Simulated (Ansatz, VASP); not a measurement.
# MgCdO: VASP beside Ansatz

The input INCAR:

```
SYSTEM = MgCdO
ALGO     = Normal         ! electronic algorithm
EDIFF    = 1E-6           ! SCF threshold, eV
ENCUT    = 750            ! plane-wave cutoff, eV
GGA      = PE             ! functional
GGA_COMPAT= .FALSE.      
ISIF     = 2              ! what is computed and relaxed
ISMEAR   = 0              ! smearing method
LASPH    = .TRUE.         ! aspherical terms in the spheres
LCHARG   = .FALSE.        ! write CHGCAR
LREAL    = .FALSE.        ! projectors in reciprocal space
LWAVE    = .FALSE.        ! write WAVECAR
NBANDS   = 25             ! bands
NELM     = 120            ! most SCF steps
PREC     = Accurate       ! precision mode
SIGMA    = 0.1            ! smearing width, eV
```

File KPOINTS:

```
k-points
0
G
  6 6 4
  0 0 0
```

POSCAR

```
MgCdO
1.0
    3.1668507700      0.0000000000      0.0000000000
    0.0000000000      3.1668507700      0.0000000000
    0.0000000000      0.0000000000      4.4484737900
Mg Cd O
1 1 1
Direct
    0.5000000000      0.5000000000      0.5000000000
    0.0000000000      0.0000000000      0.0000000000
    0.5000000000      0.5000000000      0.0000000000
```

Input for Ansatz:

```yaml
crystal:
  lattice:
    - [3.16685077, 0.0, 0.0]
    - [0.0, 3.16685077, 0.0]
    - [0.0, 0.0, 4.44847379]
  atoms:
    - { symbol: Mg, position: [0.5, 0.5, 0.5] }
    - { symbol: Cd, position: [0.0, 0.0, 0.0] }
    - { symbol: O, position: [0.5, 0.5, 0.0] }
basis:
  ecutwfc: 420
kpoints:
  mp_grid: { grid: [6, 6, 4] }
hamiltonian:
  xc: pbe
scf:
  occupations: { method: gaussian, width: 0.1 }
  lower_state_search: "off"
output:
  forces: true
  stress: true
  eigenvalues: true
```

Change from the starting cell: species swapped into the LiHPd type (P4/mmm, No. 123).

Alike in both runs: task single point; functional PBE; k mesh 6 × 6 × 4; occupations gaussian, width 0.1 eV; no spin polarisation.

|  | VASP | Ansatz |
| --- | --- | --- |
| version | VASP 6.6.1 | Ansatz 0.2.0 |
| potentials or method | VASP PAW PBE potentials, release 64 (Mg_sv, Cd_sv_GW, O), cutoff 750 eV | scalar-relativistic, plane waves, PAW |
| valence electrons in the cell | 36 | 36 |

```tsv
	VASP	Ansatz	Ansatz less VASP
gap on the k mesh at the Fermi level (eV)	none	none	-
pressure (GPa)	11.5	12.0	+0.41
traceless stress, the component that is largest in VASP (GPa)	-16.26	-16.28	-0.015
```

A gap of «none» marks a metal or a gap that the smearing closes. The functional is the same, so the differences come from potentials, cutoffs and numerics.
